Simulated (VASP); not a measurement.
Write the native input for VASP 6.6.1 that does the following.

```yaml
Task: single point
Functional: PBE
Potentials_or_basis: VASP PAW PBE potentials, release 64 (Ga_d)
Cutoff: 520 eV
k_mesh: 16 × 16 × 16
Occupations: fermi-dirac, width 0.08 eV
Spin: no spin polarisation
Dipole_correction: no
Further_INCAR_settings: ALGO = Normal; EDIFF = 1e-06; NBANDS = 12
```

The structure of Ga lies in POSCAR:

```
Ga
1.0
   -1.4842076700      1.4842076700      1.4842076700
    1.4842076700     -1.4842076700      1.4842076700
    1.4842076700      1.4842076700     -1.4842076700
Ga
1
Direct
    0.0000000000      0.0000000000      0.0000000000
```

This cell differs from its parent crystal: volume scaled by 0.68.

The input as run:

INCAR

```
PREC     = Accurate       # precision mode
ENCUT    = 520            # plane-wave cutoff, eV
EDIFF    = 1E-6           # SCF threshold, eV
ISMEAR   = -1             # smearing method
SIGMA    = 0.08           # smearing width, eV
LREAL    = False          # projectors in reciprocal space
LASPH    = True           # aspherical terms in the spheres
NELM     = 60             # most SCF steps
ALGO     = Normal         # electronic algorithm
ISIF     = 2              # what is computed and relaxed
LWAVE    = False          # write WAVECAR
LCHARG   = False          # write CHGCAR
GGA      = PE             # functional
NBANDS   = 12             # bands
```

KPOINTS

```
regular mesh
0
Gamma
  16 16 16
```

Potentials or basis: VASP PAW PBE potentials, release 64 (Ga_d).

Run with:

```console
$ cat potpaw_PBE.64/Ga_d/POTCAR > POTCAR
$ mpirun -np 1 vasp_std > vasp.out
```

It gave:

* Pressure: 47.2 GPa

It took 36 s on 1 thread of Intel Xeon 8259CL, with other jobs on the host, peak memory 0.14 GiB.
